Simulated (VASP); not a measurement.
# CuO (Cccm) in VASP: notebook

The runs below take CuO through single point, with RPBE, PBE.

Everything below comes from runs of VASP 6.6.1. Logs are shortened: lines on timing, memory, paths and dates and some standing lists are left out, and cuts for length are marked.

## (1) The cell of the first run

It takes space group Cccm (No. 66, orthorhombic). Conventional cell: a = 3.982 Å, b = 4.307 Å, c = 5.156 Å, α = 90.00°, β = 90.00°, γ = 90.00°. Within 2.6 Å of Cu (site symmetry 2/m) lie 4 O at 1.95 Å. O (site symmetry 222) has 4 Cu at 1.95 Å and 2 O at 2.58 Å within 2.6 Å.

## (2) Single point, RPBE

Input file INCAR:

```
PREC     = Accurate       # precision mode
ENCUT    = 820            # plane-wave cutoff, eV
EDIFF    = 1E-6           # SCF threshold, eV
ISMEAR   = -1             # smearing method
SIGMA    = 0.05           # smearing width, eV
LREAL    = False          # projectors in reciprocal space
LASPH    = True           # aspherical terms in the spheres
NELM     = 120            # most SCF steps
ALGO     = Normal         # electronic algorithm
ISIF     = 2              # what is computed and relaxed
LWAVE    = False          # write WAVECAR
LCHARG   = True           # write CHGCAR
GGA      = RP             # functional
LELF     = True           # ELF
LVHAR    = True         
NBANDS   = 33             # bands
GGA_COMPAT= False
```

Input file KPOINTS:

```
Automatic mesh
0
Gamma
  5 5 3
```

Input file POSCAR:

```
CuO
1.0
    1.9909680000     -2.1535500000      0.0000000000
    1.9909680000      2.1535500000      0.0000000000
    0.0000000000      0.0000000000      5.1559280000
Cu O
2 2
Direct
    0.5000000000      0.0000000000      0.0000000000
    0.0000000000      0.5000000000      0.5000000000
    0.5000000000      0.5000000000      0.2500000000
    0.5000000000      0.5000000000      0.7500000000
```

Potentials or basis: VASP PAW PBE potentials, release 64 (Cu_sv_GW, O).

The run is started by

```
cat potpaw_PBE.64/Cu_sv_GW/POTCAR potpaw_PBE.64/O/POTCAR > POTCAR
mpirun -np 1 vasp_std > vasp.out
```

OUTCAR:

```text
PREC = Accurate
   ENCUT = 820
   EDIFF = 1E-6
   ISMEAR = -1
   LREAL = False
   LASPH = True
   NELM = 120
   ISIF = 2
   GGA = RP

 ion  position               nearest neighbor table
   1  0.500  0.000  0.000-   3 1.95   4 1.95   3 1.95   4 1.95
   2  0.000  0.500  0.500-   3 1.95   4 1.95   3 1.95   4 1.95
   3  0.500  0.500  0.250-   1 1.95   2 1.95   1 1.95   2 1.95
   4  0.500  0.500  0.750-   1 1.95   2 1.95   1 1.95   2 1.95

  LATTYP: Found a base centered orthorhombic cell.
 ALAT       =     3.9819360000
 B/A-ratio  =     1.0816597755
 C/A-ratio  =     1.2948294498

  Lattice vectors:

 A1 = (   1.9909680000,  -2.1535500000,   0.0000000000)
 A2 = (   1.9909680000,   2.1535500000,   0.0000000000)
 A3 = (   0.0000000000,   0.0000000000,   5.1559280000)

Analysis of symmetry for initial positions (statically):
=====================================================================
 Subroutine PRICEL returns:
 Original cell was already a primitive cell.

 Routine SETGRP: Setting up the symmetry group for a
 base centered orthorhombic supercell.

 Subroutine GETGRP returns: Found  8 space group operations
 (whereof  4 operations were pure point group operations)
 out of a pool of  8 trial point group operations.

The static configuration has the point symmetry C_2h.
 The point group associated with its full space group is D_2h.

Analysis of symmetry for dynamics (positions and initial velocities):
=====================================================================
 Subroutine PRICEL returns:
 Original cell was already a primitive cell.

 Routine SETGRP: Setting up the symmetry group for a
 base centered orthorhombic supercell.

 Subroutine GETGRP returns: Found  8 space group operations
 (whereof  4 operations were pure point group operations)
 out of a pool of  8 trial point group operations.

The dynamic configuration has the point symmetry C_2h.
 The point group associated with its full space group is D_2h.

 Subroutine INISYM returns: Found  8 space group operations
 (whereof  4 operations are pure point group operations),
 and found     1 'primitive' translations

----------------------------------------------------------------------------------------

                                     Primitive cell

  volume of cell :      44.2136

  direct lattice vectors                    reciprocal lattice vectors
     1.990968000 -2.153550000  0.000000000     0.251134122 -0.232174781  0.000000000
     1.990968000  2.153550000  0.000000000     0.251134122  0.232174781  0.000000000
     0.000000000  0.000000000  5.155928000     0.000000000  0.000000000  0.193951506

  length of vectors
     2.932870809  2.932870809  5.155928000     0.342013854  0.342013854  0.193951506

  position of ions in fractional coordinates (direct lattice)
     0.500000000  0.000000000  0.000000000
     0.000000000  0.500000000  0.500000000
     0.500000000  0.500000000  0.250000000
     0.500000000  0.500000000  0.750000000

  ion indices of the primitive-cell ions
   primitive index   ion index
                 1           1
                 2           2
                 3           3
                 4           4

----------------------------------------------------------------------------------------

 KPOINTS: Automatic mesh

Automatic generation of k-mesh.
 Grid dimensions read from file:
 generate k-points for:    5    5    3

 Generating k-lattice:

  Cartesian coordinates                     Fractional coordinates (reciprocal lattice)
     0.050226824 -0.046434956  0.000000000     0.200000000  0.000000000  0.000000000
     0.050226824  0.046434956  0.000000000     0.000000000  0.200000000  0.000000000
     0.000000000  0.000000000  0.064650502     0.000000000  0.000000000  0.333333333

  Length of vectors
     0.068402771  0.068402771  0.064650502

  Shift w.r.t. Gamma in fractional coordinates (k-lattice)
     0.000000000  0.000000000  0.000000000

 Subroutine IBZKPT returns following result:
 ===========================================

 Found     18 irreducible k-points:

 Following reciprocal coordinates:
            Coordinates               Weight
  0.000000  0.000000  0.000000      1.000000
  0.200000  0.000000  0.000000      4.000000
  0.400000 -0.000000  0.000000      4.000000
  0.200000  0.200000  0.000000      2.000000
  0.400000  0.200000  0.000000      4.000000
 -0.400000  0.200000  0.000000      4.000000
[... 10 lines left out ...]
  0.400000  0.400000  0.333333      4.000000
 -0.400000  0.400000  0.333333      4.000000
   k-points           NKPTS =     18   k-points in BZ     NKDIM =     18   number of bands    NBANDS=     33
   number of dos      NEDOS =    301   number of ions     NIONS =      4
   total plane-waves  NPLWV =  37632
   dimension x,y,z NGX =    28 NGY =   28 NGZ =   48
   dimension x,y,z NGXF=    56 NGYF=   56 NGZF=   96
   ions per type =               2   2
   NGX,Y,Z   is equivalent  to a cutoff of  15.87, 15.87, 15.48 a.u.
   NGXF,Y,Z  is equivalent  to a cutoff of  31.74, 31.74, 30.95 a.u.
 SYSTEM =  unknown system
   PREC   = accura    normal or accurate (medium, high low for compatibility)
   ISTART =      0    job   : 0-new  1-cont  2-samecut
   ICHARG =      2    charge: 1-file 2-atom 10-const
   ISPIN  =      1    spin polarized calculation?
   LNONCOLLINEAR =      F non collinear calculations
   LSORBIT =      F    spin-orbit coupling
   LASPH  =      T    aspherical Exc in radial PAW
   ENCUT  =  820.0 eV  60.27 Ry    7.76 a.u.   6.85  6.85 12.04*2*pi/ulx,y,z
   NELM   =    120;   NELMIN=  2; NELMDL= -5     # of ELM steps
   EDIFF  = 0.1E-05   stopping-criterion for ELM
   LREAL  =      F    real-space projection
   EDIFFG = 0.1E-04   stopping-criterion for IOM
   NSW    =      0    number of steps for IOM
   IBRION =     -1    ionic relax: 0-MD 1-quasi-New 2-CG
   NFREE  =      0    steps in history (QN), initial steepest desc. (CG)
   ISIF   =      2    stress and relaxation
   ISYM   =      2    0-nonsym 1-usesym 2-fastsym
   POTIM  = 0.5000    time-step for ionic-motion
   TEBEG  =    0.0;   TEEND  =   0.0 temperature during run
   PSTRESS=    0.0 pullay stress
   NELECT =      50.0000    total number of electrons
   NUPDOWN=      -1.0000    fix difference up-down
   EMIN   =  10.00;   EMAX   =-10.00  energy-range for DOS
   EFERMI =   0.00;   METHOD = LEGACY
   ISMEAR =    -1;   SIGMA  =   0.05  broadening in eV -4-tet -1-fermi 0-gaus
   EFERMI_NEDOS =   21; number of points for ismear=-14 and -15
   IALGO  =     38    algorithm
   IMIX   =      4    mixing-type and parameters
     AMIX     =   0.40;   BMIX     =  1.00
     AMIX_MAG =   1.60;   BMIX_MAG =  1.00
  volume/ion in A,a.u.               =      11.05        74.59
  Fermi-wavevector in a.u.,A,eV,Ry     =   1.705609  3.223134 39.580735  2.909102
  Thomas-Fermi vector in A             =   2.784798
   LORBIT       =      0    0 simple, 1 ext, 2 COOP (PROOUT), +10 PAW based schemes
   GGA     = RP    functional components
   LHFCALC =     F    Hartree Fock is set to
   AEXX    =    0.0000 exact exchange contribution
   IVDW    =     0    specifies the selected vdW correction
   LEPSILON=     F    determine dielectric tensor
   LRPA    =     F    only Hartree local field effects (RPA)
 non-spin polarized calculation
  energy-cutoff  :      820.00
  volume of cell :       44.21
 maximum number of plane-waves:      2372
   NGX = 13   NGY = 13   NGZ = 25

 number of electron      49.9999989 magnetization

 Free energy of the ion-electron system (eV)
  ---------------------------------------------------
  ext. energy  EPLUGINS =         0.00000000
  ---------------------------------------------------
  free energy    TOTEN  =       -18.16528537 eV

  energy without entropy =      -18.14763428  energy(sigma->0) =      -18.15645982

 E-fermi :   5.1611     XC(G=0): -11.4227

 val. band max:        5.0516209377   @ k =   0.2000   0.2000   0.3333
 cond. band min:       5.2485441893   @ k =  -0.4000   0.2000   0.3333
 fundamental gap:      0.1969232516
 Fermi energy:         5.1611162480

 k-point     1 :       0.0000    0.0000    0.0000
  band No.  band energies     occupation
      1    -107.7608      2.00000
      2    -107.7604      2.00000
      3     -65.1833      2.00000
      4     -65.1829      2.00000
      5     -65.1440      2.00000
      6     -65.1387      2.00000
[... 25 lines left out ...]
     32      19.7328      0.00000
     33      20.1069      0.00000

 k-point     2 :       0.2000    0.0000    0.0000
  band No.  band energies     occupation
      1    -107.7606      2.00000
      2    -107.7602      2.00000
      3     -65.1871      2.00000
      4     -65.1829      2.00000
      5     -65.1431      2.00000
      6     -65.1388      2.00000
[... 25 lines left out ...]
     32      19.9713      0.00000
     33      20.4515      0.00000

 k-point     3 :       0.4000   -0.0000    0.0000
  band No.  band energies     occupation
      1    -107.7602      2.00000
      2    -107.7600      2.00000
      3     -65.1937      2.00000
      4     -65.1826      2.00000
      5     -65.1413      2.00000
      6     -65.1396      2.00000
[... 25 lines left out ...]
     32      18.2046      0.00000
     33      19.8617      0.00000

 k-point     4 :       0.2000    0.2000    0.0000
  band No.  band energies     occupation
      1    -107.7604      2.00000
      2    -107.7601      2.00000
      3     -65.1873      2.00000
      4     -65.1866      2.00000
      5     -65.1422      2.00000
      6     -65.1392      2.00000
[... 457 lines left out ...]
     32      17.7994      0.00000
     33      18.9137      0.00000

 k-point    17 :       0.4000    0.4000    0.3333
  band No.  band energies     occupation
      1    -107.7597      2.00000
      2    -107.7596      2.00000
      3     -65.1936      2.00000
      4     -65.1924      2.00000
      5     -65.1397      2.00000
      6     -65.1395      2.00000
[... 25 lines left out ...]
     32      16.8404      0.00000
     33      19.0067      0.00000

 k-point    18 :      -0.4000    0.4000    0.3333
  band No.  band energies     occupation
      1    -107.7597      2.00000
      2    -107.7596      2.00000
      3     -65.1937      2.00000
      4     -65.1925      2.00000
      5     -65.1400      2.00000
      6     -65.1393      2.00000
[... 25 lines left out ...]
     32      17.4295      0.00000
     33      18.5687      0.00000

------------------------ aborting loop because EDIFF is reached ----------------------------------------

  FORCE on cell =-STRESS in cart. coord.  units (eV):
  Direction    XX          YY          ZZ          XY          YZ          ZX
  --------------------------------------------------------------------------------------
  -------------------------------------------------------------------------------------
  Total        1.5182441      1.2743640      1.8288054      0.0000000      0.0000000      0.0000000
  in kB       55.0168971     46.1793690     66.2707673      0.0000000      0.0000000      0.0000000
  external PRESSURE =      55.8223445 kB  Pullay stress =       0.0000000 kB

 VOLUME and BASIS-vectors are now :
 -----------------------------------------------------------------------------
  energy-cutoff  :      820.00
  volume of cell :       44.21
      direct lattice vectors                 reciprocal lattice vectors
     1.990968000 -2.153550000  0.000000000     0.251134122 -0.232174781  0.000000000
     1.990968000  2.153550000  0.000000000     0.251134122  0.232174781  0.000000000
     0.000000000  0.000000000  5.155928000     0.000000000  0.000000000  0.193951506

 POSITION                                       TOTAL-FORCE (eV/Angst)
 -----------------------------------------------------------------------------------
      0.99548     -1.07678      0.00000         0.000000     -0.000000     -0.000000
      0.99548      1.07678      2.57796         0.000000     -0.000000     -0.000000
      1.99097      0.00000      1.28898         0.000000     -0.000000      0.000000
      1.99097      0.00000      3.86695         0.000000      0.000000      0.000000
 -----------------------------------------------------------------------------------
    total drift:                                0.000000      0.000000     -0.000000

  FREE ENERGIE OF THE ION-ELECTRON SYSTEM (eV)
  ---------------------------------------------------
  free  energy   TOTEN  =       -18.1652853676 eV

  energy  without entropy=      -18.1476342781  energy(sigma->0) =      -18.15645982
```

Run time: 30 s. Hardware: 1 thread of Intel Xeon 6975P-C (Granite Rapids), shared host; peak memory 0.22 GiB.

Results:

```
Free energy            : -18.1653 eV
Pressure               : 5.6 GPa
Band gap on the k mesh : zero (bands 25 and 26 overlap by 0.70 eV)
```

Stress tensor (GPa, compression positive):
```
5.50 0.00 0.00
0.00 4.62 0.00
0.00 0.00 6.63
```

Levels at points of the mesh, in eV from the Fermi level:
```tsv
k point	band 21	band 22	band 23	band 24	band 25	band 26	band 27	band 28	band 29	band 30
(0.00, 0.00, 0.00)	-2.42	-2.40	-2.35	-1.95	0.52	0.71	1.38	6.10	7.27	13.37
```

Caveat: the k points lie up to 0.43 Å⁻¹ apart, too coarse for converged energies and pressures of a metal; the PAW data sets were made with another functional, which shifts forces and pressure a little; semilocal functionals often make such compounds metallic where correlation or magnetic order opens a gap, which also shifts bond lengths. With open d or f shells a metallic result of RPBE can be an artefact of self-interaction; +U or a hybrid may open a gap.

## (3) Single point, RPBE

Input file INCAR:

```
SYSTEM = CuO
PREC = Accurate ; ENCUT = 820
EDIFF = 1E-6 ; ISMEAR = -1
SIGMA = 0.05 ; LREAL = .False.
LASPH = .True. ; NELM = 120
ALGO = Normal ; ISIF = 2
LWAVE = .False. ; LCHARG = .False.
GGA = RP ; NBANDS = 33
GGA_COMPAT = .False.
```

Input file KPOINTS:

```
regular mesh
0
Gamma
  9 9 5
  0 0 0
```

POSCAR is that of step 2.

Potentials or basis: VASP PAW PBE potentials, release 64 (Cu_sv_GW, O).

The run is started by

```
cat potpaw_PBE.64/Cu_sv_GW/POTCAR potpaw_PBE.64/O/POTCAR > POTCAR
mpirun -np 1 vasp_std > vasp.out
```

Wall time 1.7 min (1 thread of Intel Xeon 6975P-C (Granite Rapids), shared host); peak memory 0.34 GiB.

It converged, with:

- Free energy: -18.1584 eV
- Pressure: 5.8 GPa
- Band gap on the k mesh: zero (bands 25 and 26 overlap by 0.84 eV)

Stress tensor (GPa, compression positive):
```
5.85 0.00 0.00
0.00 5.14 0.00
0.00 0.00 6.35
```

Levels at points of the mesh, in eV from the Fermi level:
| k point | band 22 | band 23 | band 24 | band 25 | band 26 | band 27 | band 28 | band 29 |
| --- | --- | --- | --- | --- | --- | --- | --- | --- |
| (0.00, 0.00, 0.00) | -2.34 | -2.29 | -1.89 | 0.59 | 0.78 | 1.44 | 6.16 | 7.34 |

Caveat: the cell stands under pressure; the PAW data sets were made with another functional, which shifts forces and pressure a little; semilocal functionals often make such compounds metallic where correlation or magnetic order opens a gap, which also shifts bond lengths. With open d or f shells a metallic result of RPBE can be an artefact of self-interaction; +U or a hybrid may open a gap.

(Continued in part 2 of 2.)

The gap in the log of VASP goes by the Fermi energy; the results here count the filled bands.